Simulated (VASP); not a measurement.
Here is a VASP 6.6.1 calculation.

File INCAR:

```
SYSTEM = Mg
PREC = Accurate
ENCUT = 520
EDIFF = 1E-8
ISMEAR = -1
SIGMA = 0.08
LREAL = .FALSE.
LASPH = .TRUE.
NELM = 60
ALGO = Normal
ISIF = 2
LWAVE = .FALSE.
LCHARG = .FALSE.
GGA = PE
LEFG = .TRUE.
NBANDS = 9
```

Contents of KPOINTS:

```
Automatic mesh
0
G
  12 12 7
  0 0 0
```

POSCAR

```
Mg
1.0
    3.1658976813      0.0000000000      0.0000000000
   -1.5829488406      2.7417478178      0.0000000000
    0.0000000000      0.0000000000      5.1399115029
Mg
2
Direct
    0.3333333333      0.6666666667      0.2500000000
    0.6666666667      0.3333333333      0.7500000000
```

Potentials or basis: VASP PAW PBE potentials, release 64 (Mg).

Launch:

```console
$ cat potpaw_PBE.64/Mg/POTCAR > POTCAR
$ mpirun -np 1 vasp_std > vasp.out
```

Problem. Estimate the pressure.

Solution. 0.9 GPa.

Problem. What does it give for the band gap on the k mesh?

Solution. Zero (band 2 reaches 3.79 eV, above the bottom of band 3 at 1.55 eV).

Stress tensor (GPa, compression positive):
```
1.22 0.00 0.00
0.00 1.22 0.00
0.00 0.00 0.39
```

Caveat: without QUAD_EFG the Cq values of the log hold for a quadrupole moment of 1 mb, not for the nuclei.
